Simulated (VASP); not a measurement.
# VPbF3 (P4mm) in VASP: relaxation of cell and atoms with r2SCAN+U

Aim: the relaxation of cell and atoms of VPbF3 with r2SCAN+U.

Program: VASP 6.6.1. These are calculated values, not measurements. Logs are shortened: lines on timing, memory, paths and dates and some standing lists are left out, and cuts for length are marked.

## 1. The cell of the first run

It takes space group P4mm (No. 99, tetragonal). The conventional cell has a = 4.003 Å, b = 4.003 Å, c = 4.922 Å, α = 90.00°, β = 90.00°, γ = 90.00°. Pb (site symmetry 4mm) has 8 F at 2.52 to 3.01 Å within 3.3 Å. V (site symmetry 4mm) has 5 F at 1.76 to 2.09 Å within 2.3 Å. F (site symmetry 4mm) has 1 V at 1.76 Å within 2.3 Å. Within 2.9 Å of F (site symmetry 2mm) lie 2 V at 2.09 Å and 2 Pb at 2.52 Å and 4 F at 2.83 Å.

## 2. Relaxation of cell and atoms, r2SCAN+U

The input, POSCAR:

```
VPbF3
1.0
    4.0030850000      0.0000000000      0.0000000000
    0.0000000000      4.0030850000      0.0000000000
    0.0000000000      0.0000000000      4.9216800000
Pb V F
1 1 3
Direct
    0.0000000000      0.0000000000      0.0000000000
    0.5000000000      0.5000000000      0.5668000000
    0.5000000000      0.5000000000      0.2102000000
    0.5000000000      0.0000000000      0.6889000000
    0.0000000000      0.5000000000      0.6889000000
```

The input, INCAR.step1:

```
SYSTEM = VPbF3
  PREC = Accurate
  ENCUT = 660
  ISMEAR = -1
  SIGMA = 0.1
  LREAL = .False.
  LASPH = .True.
  NELM = 200
  LMAXMIX = 4
  LDAU = .True.
  LDAUTYPE = 2
  LDAUL = -1 2 -1
  LDAUU = 0 3.77 0
  LDAUJ = 0 0 0
  GGA = PE
  ALGO = Normal
  EDIFF = 1E-5
  LWAVE = .True.
  LCHARG = .False.
  GGA_COMPAT = .False.
  IBRION = 2
  ISIF = 3
  EDIFFG = -0.005
  NELMIN = 4
  NSW = 100
  KPAR = 4
```

The input, INCAR.step2:

```
SYSTEM = VPbF3
  PREC = Accurate
  ENCUT = 660
  EDIFF = 1E-7
  ISMEAR = -1
  SIGMA = 0.1
  LREAL = .False.
  LASPH = .True.
  NELM = 200
  ALGO = Normal
  ISIF = 3
  LWAVE = .False.
  LCHARG = .False.
  LMAXMIX = 4
  LDAU = .True.
  LDAUTYPE = 2
  LDAUL = -1 2 -1
  LDAUU = 0 3.77 0
  LDAUJ = 0 0 0
  LDAUPRINT = 1
  METAGGA = R2SCAN
  LMIXTAU = .True.
  IBRION = 2
  NSW = 80
  EDIFFG = -0.03
  ISTART = 1
  GGA_COMPAT = .False.
  NELMIN = 4
  KPAR = 4
```

The input, KPOINTS:

```
regular mesh
0
Gamma
  8 8 7
  0 0 0
```

Potentials or basis: VASP PAW PBE potentials, release 64 (Pb_d, V_sv, F).

On the command line:

```bash
cat potpaw_PBE.64/Pb_d/POTCAR potpaw_PBE.64/V_sv/POTCAR potpaw_PBE.64/F/POTCAR > POTCAR
cp INCAR.step1 INCAR
mpirun -np 4 vasp_std > vasp.out
cp INCAR.step2 INCAR
mpirun -np 4 vasp_std > vasp.out
```

OUTCAR:

```text
SYSTEM = VPbF3
   PREC = Accurate
   ENCUT = 660
   EDIFF = 1E-7
   ISMEAR = -1
   LREAL = .False.
   LASPH = .True.
   NELM = 200
   ISIF = 3
   METAGGA = R2SCAN
   IBRION = 2
   NSW = 80
   EDIFFG = -0.03
   ISTART = 1
   NELMIN = 4

 ion  position               nearest neighbor table
   1  0.000  0.000  0.000-   4 2.52   5 2.52   5 2.52   4 2.52   3 3.01   3 3.01   3 3.01   3 3.01

   2  0.500  0.500  0.567-   3 1.76   4 2.09   5 2.09   4 2.09   5 2.09
   3  0.500  0.500  0.210-   2 1.76   1 3.01   1 3.01   1 3.01   1 3.01
   4  0.500  0.000  0.689-   2 2.09   2 2.09   1 2.52   1 2.52
   5  0.000  0.500  0.689-   2 2.09   2 2.09   1 2.52   1 2.52

  LATTYP: Found a simple tetragonal cell.
 ALAT       =     4.0030850000
 C/A-ratio  =     1.2294717699

  Lattice vectors:

 A1 = (   4.0030850000,   0.0000000000,   0.0000000000)
 A2 = (   0.0000000000,   4.0030850000,   0.0000000000)
 A3 = (   0.0000000000,   0.0000000000,   4.9216800000)

Analysis of symmetry for initial positions (statically):
=====================================================================
 Subroutine PRICEL returns:
 Original cell was already a primitive cell.

 Routine SETGRP: Setting up the symmetry group for a
 simple tetragonal supercell.

 Subroutine GETGRP returns: Found  8 space group operations
 (whereof  8 operations were pure point group operations)
 out of a pool of 16 trial point group operations.

The static configuration has the point symmetry C_4v.

Analysis of symmetry for dynamics (positions and initial velocities):
=====================================================================
 Subroutine PRICEL returns:
 Original cell was already a primitive cell.

 Routine SETGRP: Setting up the symmetry group for a
 simple tetragonal supercell.

 Subroutine GETGRP returns: Found  8 space group operations
 (whereof  8 operations were pure point group operations)
 out of a pool of 16 trial point group operations.

The dynamic configuration has the point symmetry C_4v.

 Subroutine INISYM returns: Found  8 space group operations
 (whereof  8 operations are pure point group operations),
 and found     1 'primitive' translations

----------------------------------------------------------------------------------------

                                     Primitive cell

  volume of cell :      78.8684

  direct lattice vectors                    reciprocal lattice vectors
     4.003085000  0.000000000  0.000000000     0.249807336  0.000000000  0.000000000
     0.000000000  4.003085000  0.000000000     0.000000000  0.249807336  0.000000000
     0.000000000  0.000000000  4.921680000     0.000000000  0.000000000  0.203182653

  length of vectors
     4.003085000  4.003085000  4.921680000     0.249807336  0.249807336  0.203182653

  position of ions in fractional coordinates (direct lattice)
     0.000000000  0.000000000  0.000000000
     0.500000000  0.500000000  0.566800000
     0.500000000  0.500000000  0.210200000
     0.500000000  0.000000000  0.688900000
     0.000000000  0.500000000  0.688900000

  ion indices of the primitive-cell ions
   primitive index   ion index
                 1           1
                 2           2
                 3           3
                 4           4
                 5           5

----------------------------------------------------------------------------------------

 KPOINTS: regular mesh

Automatic generation of k-mesh.
 Grid dimensions read from file:
 generate k-points for:    8    8    7

 Generating k-lattice:

  Cartesian coordinates                     Fractional coordinates (reciprocal lattice)
     0.031225917  0.000000000  0.000000000     0.125000000  0.000000000  0.000000000
     0.000000000  0.031225917  0.000000000     0.000000000  0.125000000  0.000000000
     0.000000000  0.000000000  0.029026093     0.000000000  0.000000000  0.142857143

  Length of vectors
     0.031225917  0.031225917  0.029026093

  Shift w.r.t. Gamma in fractional coordinates (k-lattice)
     0.000000000  0.000000000  0.000000000

 Subroutine IBZKPT returns following result:
 ===========================================

 Found     60 irreducible k-points:

 Following reciprocal coordinates:
            Coordinates               Weight
  0.000000  0.000000  0.000000      1.000000
  0.125000  0.000000  0.000000      4.000000
  0.250000  0.000000  0.000000      4.000000
  0.375000  0.000000  0.000000      4.000000
  0.500000  0.000000  0.000000      2.000000
  0.125000  0.125000  0.000000      4.000000
[... 16 lines left out ...]
  0.375000  0.125000  0.142857     16.000000
  0.500000  0.125000  0.142857      8.000000
 [... further k-points ...]
   k-points           NKPTS =     60   k-points in BZ     NKDIM =     60   number of bands    NBANDS=     28
   number of dos      NEDOS =    301   number of ions     NIONS =      5
   total plane-waves  NPLWV =  54432
   dimension x,y,z NGX =    36 NGY =   36 NGZ =   42
   dimension x,y,z NGXF=    72 NGYF=   72 NGZF=   84
   ions per type =               1   1   3
   NGX,Y,Z   is equivalent  to a cutoff of  14.95, 14.95, 14.19 a.u.
   NGXF,Y,Z  is equivalent  to a cutoff of  29.90, 29.90, 28.37 a.u.
 SYSTEM =  VPbF3
   PREC   = accura    normal or accurate (medium, high low for compatibility)
   ISTART =      1    job   : 0-new  1-cont  2-samecut
   ICHARG =      0    charge: 1-file 2-atom 10-const
   ISPIN  =      1    spin polarized calculation?
   LNONCOLLINEAR =      F non collinear calculations
   LSORBIT =      F    spin-orbit coupling
   LASPH  =      T    aspherical Exc in radial PAW
   ENCUT  =  660.0 eV  48.51 Ry    6.96 a.u.   8.39  8.39 10.31*2*pi/ulx,y,z
   NELM   =    200;   NELMIN=  4; NELMDL=  0     # of ELM steps
   EDIFF  = 0.1E-06   stopping-criterion for ELM
   LREAL  =      F    real-space projection
   EDIFFG = -.3E-01   stopping-criterion for IOM
   NSW    =     80    number of steps for IOM
   IBRION =      2    ionic relax: 0-MD 1-quasi-New 2-CG
   NFREE  =      1    steps in history (QN), initial steepest desc. (CG)
   ISIF   =      3    stress and relaxation
   ISYM   =      2    0-nonsym 1-usesym 2-fastsym
   POTIM  = 0.5000    time-step for ionic-motion
   TEBEG  =    0.0;   TEEND  =   0.0 temperature during run
   PSTRESS=    0.0 pullay stress
   NELECT =      48.0000    total number of electrons
   NUPDOWN=      -1.0000    fix difference up-down
   EMIN   =  10.00;   EMAX   =-10.00  energy-range for DOS
   EFERMI =   0.00;   METHOD = LEGACY
   ISMEAR =    -1;   SIGMA  =   0.10  broadening in eV -4-tet -1-fermi 0-gaus
   EFERMI_NEDOS =   21; number of points for ismear=-14 and -15
   IALGO  =     38    algorithm
   IMIX   =      4    mixing-type and parameters
     AMIX     =   0.40;   BMIX     =  1.00
     AMIX_MAG =   1.60;   BMIX_MAG =  1.00
  volume/ion in A,a.u.               =      15.77       106.45
  Fermi-wavevector in a.u.,A,eV,Ry     =   1.387355  2.621721 26.187863  1.924754
  Thomas-Fermi vector in A             =   2.511584
   LORBIT       =      0    0 simple, 1 ext, 2 COOP (PROOUT), +10 PAW based schemes
 LDA+U is selected, type is set to LDAUTYPE =  2
   angular momentum for each species LDAUL =    -1    2   -1
   U (eV)           for each species LDAUU =   0.0  3.8  0.0
   J (eV)           for each species LDAUJ =   0.0  0.0  0.0
   METAGGA = R2SCAN    functional components
   LHFCALC =     F    Hartree Fock is set to
   AEXX    =    0.0000 exact exchange contribution
   IVDW    =     0    specifies the selected vdW correction
   LEPSILON=     F    determine dielectric tensor
   LRPA    =     F    only Hartree local field effects (RPA)
 conjugate gradient relaxation of ions
 non-spin polarized calculation
  energy-cutoff  :      660.00
  volume of cell :       78.87
 maximum number of plane-waves:      3052
 NGX is ok and might be reduce to    36
   NGX = 17   NGY = 17   NGZ = 21

--------------------------------------- Ionic step        1  -------------------------------------------

 number of electron      47.9999990 magnetization

 Free energy of the ion-electron system (eV)
  ---------------------------------------------------
  ext. energy  EPLUGINS =         0.00000000
  ---------------------------------------------------
  free energy    TOTEN  =       -85.20981783 eV

  energy without entropy =      -85.09507985  energy(sigma->0) =      -85.15244884

 E-fermi :   6.7239     XC(G=0): -10.5703

 val. band max:        6.7198879919   @ k =   0.5000   0.2500   0.4286
 cond. band min:       6.7347221382   @ k =   0.5000   0.1250   0.1429
 fundamental gap:      0.0148341463
 Fermi energy:         6.7239363927
[... 1608 lines left out ...]
     27       6.3388      0.00001
     28       6.4794      0.00000

 [... further k-points ...]

[... ionic steps 4 to 42 ...]

--------------------------------------- Ionic step       43  -------------------------------------------

 number of electron      48.0000003 magnetization

------------------------ aborting loop because EDIFF is reached ----------------------------------------
[... 67 lines left out ...]
  FREE ENERGIE OF THE ION-ELECTRON SYSTEM (eV)
  ---------------------------------------------------
  free  energy   TOTEN  =       -86.4690966166 eV

  energy  without entropy=      -86.4173639236  energy(sigma->0) =      -86.44323027

atom =   2  type =  2  l = 2

 onsite density matrix

spin component  1

  0.9361 -0.0000 -0.0000  0.0000  0.0000
 -0.0000  0.0675  0.0000 -0.0000 -0.0000
 -0.0000  0.0000  0.2514  0.0000  0.0000
  0.0000 -0.0000  0.0000  0.0675  0.0000
  0.0000 -0.0000  0.0000  0.0000  0.1258

spin component  2

  0.9361 -0.0000 -0.0000  0.0000  0.0000
 -0.0000  0.0675  0.0000 -0.0000 -0.0000
 -0.0000  0.0000  0.2514  0.0000  0.0000
  0.0000 -0.0000  0.0000  0.0675  0.0000
  0.0000 -0.0000  0.0000  0.0000  0.1258

 occupancies and eigenvectors

  o =  0.0675  v =  0.0000 -0.1679 -0.0000  0.9858  0.0000  0.0000  0.0000  0.0000  0.0000  0.0000      0.0000  0.0000  0.0000  0.0000  0.0000  0.0000  0.0000  0.0000  0.0000  0.0000
  o =  0.0675  v =  0.0000  0.0000  0.0000  0.0000  0.0000  0.0000 -0.1679 -0.0000  0.9858  0.0000      0.0000  0.0000  0.0000  0.0000  0.0000  0.0000  0.0000  0.0000  0.0000  0.0000
  o =  0.0675  v =  0.0000 -0.9858 -0.0000 -0.1679 -0.0000  0.0000  0.0000  0.0000  0.0000  0.0000      0.0000  0.0000  0.0000  0.0000  0.0000  0.0000  0.0000  0.0000  0.0000  0.0000
  o =  0.0675  v =  0.0000  0.0000  0.0000  0.0000  0.0000  0.0000 -0.9858 -0.0000 -0.1679 -0.0000      0.0000  0.0000  0.0000  0.0000  0.0000  0.0000  0.0000  0.0000  0.0000  0.0000
  o =  0.1258  v =  0.0000  0.0000  0.0000  0.0000  0.0000  0.0000  0.0000 -0.0000 -0.0000  1.0000      0.0000  0.0000  0.0000  0.0000  0.0000  0.0000  0.0000  0.0000  0.0000  0.0000
  o =  0.1258  v =  0.0000  0.0000 -0.0000 -0.0000  1.0000  0.0000  0.0000  0.0000  0.0000  0.0000      0.0000  0.0000  0.0000  0.0000  0.0000  0.0000  0.0000  0.0000  0.0000  0.0000
  o =  0.2514  v =  0.0000  0.0000 -1.0000  0.0000  0.0000  0.0000  0.0000  0.0000  0.0000  0.0000      0.0000  0.0000  0.0000  0.0000  0.0000  0.0000  0.0000  0.0000  0.0000  0.0000
  o =  0.2514  v =  0.0000  0.0000  0.0000  0.0000  0.0000  0.0000  0.0000 -1.0000  0.0000  0.0000      0.0000  0.0000  0.0000  0.0000  0.0000  0.0000  0.0000  0.0000  0.0000  0.0000
  o =  0.9361  v =  0.0000  0.0000  0.0000  0.0000  0.0000  1.0000  0.0000  0.0000  0.0000  0.0000      0.0000  0.0000  0.0000  0.0000  0.0000  0.0000  0.0000  0.0000  0.0000  0.0000
  o =  0.9361  v =  1.0000  0.0000  0.0000  0.0000  0.0000  0.0000  0.0000  0.0000  0.0000  0.0000      0.0000  0.0000  0.0000  0.0000  0.0000  0.0000  0.0000  0.0000  0.0000  0.0000

--------------------------------------- Ionic step       45  -------------------------------------------

 number of electron      48.0000017 magnetization

 Free energy of the ion-electron system (eV)
  ---------------------------------------------------
  ext. energy  EPLUGINS =         0.00000000
  ---------------------------------------------------
  free energy    TOTEN  =       -86.46930147 eV

  energy without entropy =      -86.41757305  energy(sigma->0) =      -86.44343726

 E-fermi :   4.0013     XC(G=0):  -9.4954

 val. band max:        3.9787707854   @ k =   0.5000   0.3750   0.4286
 cond. band min:       4.0175249842   @ k =   0.2500   0.2500   0.4286
 fundamental gap:      0.0387541988
 Fermi energy:         4.0013249677
[... 776 lines left out ...]
  FREE ENERGIE OF THE ION-ELECTRON SYSTEM (eV)
  ---------------------------------------------------
  free  energy   TOTEN  =       -86.4693014651 eV

  energy  without entropy=      -86.4175730504  energy(sigma->0) =      -86.44343726

 reached required accuracy - stopping structural energy minimisation
```

Run time: 88 min. Hardware: 4 MPI ranks of Intel Xeon 6975P-C (Granite Rapids), shared host; peak memory 0.39 GiB.

What came out:

- Free energy: -86.4693 eV
- Relaxed volume: 19.35 Å³/atom
- Relaxed cell: a = 3.867 Å, b = 3.867 Å, c = 6.472 Å, α = 90.00°, β = 90.00°, γ = 90.00°
- Space group after relaxing (to 0.1 Å): P4mm (No. 99)
- Energy gained by relaxing: 251.9 meV/atom
- Ionic steps: 45
- Pressure after relaxing: 0.0 GPa
- Largest force after relaxing: 0.012 eV/Å
- Band gap on the k mesh: zero (bands 24 and 25 overlap by 0.84 eV)

Forces on the atoms (eV/Å):
```
Pb   0.000  0.000  0.012
V    0.000  0.000  0.004
F    0.000  0.000 -0.004
F    0.000  0.000 -0.006
F    0.000  0.000 -0.006
```

Stress tensor (GPa, compression positive):
```
-0.06  0.00  0.00
 0.00 -0.06  0.00
 0.00  0.00  0.07
```

The path:
```
step  energy change (eV)  largest force (eV/Å)  pressure (GPa)  volume (Å³)
   1              0.0000                3.0931           10.54        78.87
   3             -0.4322                0.7802            0.08        85.47
   5             -0.5722                0.2558           -2.04        87.43
   7             -0.5869                0.4023           -2.67        88.53
   9             -0.6626                0.3944            0.28        85.18
  11             -0.6811                0.3274            0.72        84.91
  13             -0.7104                0.7400            0.21        86.15
  15             -0.9549                1.2602           -1.33        91.72
  17             -1.1525                0.8648           -2.40        96.55
  19             -1.1841                0.3218           -1.83        97.12
  21             -1.1955                0.2938           -0.98        96.36
  23             -1.2104                0.2725            0.36        94.47
  25             -1.2245                0.4848           -0.23        95.20
  27             -1.2316                0.2427           -0.46        95.28
  29             -1.2350                0.3164           -0.29        95.08
  31             -1.2403                0.1509            0.76        94.17
  33             -1.2510                0.1302            0.31        95.46
  35             -1.2543                0.1326           -0.09        96.65
  37             -1.2554                0.1120            0.07        96.72
  39             -1.2581                0.0695           -0.19        97.34
  41             -1.2586                0.0470           -0.08        97.08
  43             -1.2589                0.0521            0.16        96.77
  45             -1.2595                0.0121           -0.01        96.76
```

Final structure:
```yaml
crystal:
  lattice:
    - [3.86659, 0.00000, 0.00000]
    - [0.00000, 3.86659, 0.00000]
    - [0.00000, 0.00000, 6.47178]
  atoms:
    - { symbol: Pb, position: [0.00000, 0.00000, 0.00518] }
    - { symbol: V, position: [0.50000, 0.50000, 0.58168] }
    - { symbol: F, position: [0.50000, 0.50000, 0.30251] }
    - { symbol: F, position: [0.50000, 0.00000, 0.63272] }
    - { symbol: F, position: [0.00000, 0.50000, 0.63272] }
```

Eigenvalues of the final occupation matrices:
```csv
site,spin,trace,eigenvalues
site 2 d,1,1.45,0.07 0.07 0.13 0.25 0.94
site 2 d,2,1.45,0.07 0.07 0.13 0.25 0.94
```

Caveat: the volume moved by over 15 % at a fixed basis, so the end points are rough; the PAW data sets were made with another functional, which shifts forces and pressure a little; spin-orbit coupling is left out, which moves the levels of the heavy elements; the run has no spin polarisation, though such a crystal can be magnetic; U without spin polarisation on a metal has little footing.

The gap in the log of VASP goes by the Fermi energy; the results here count the filled bands.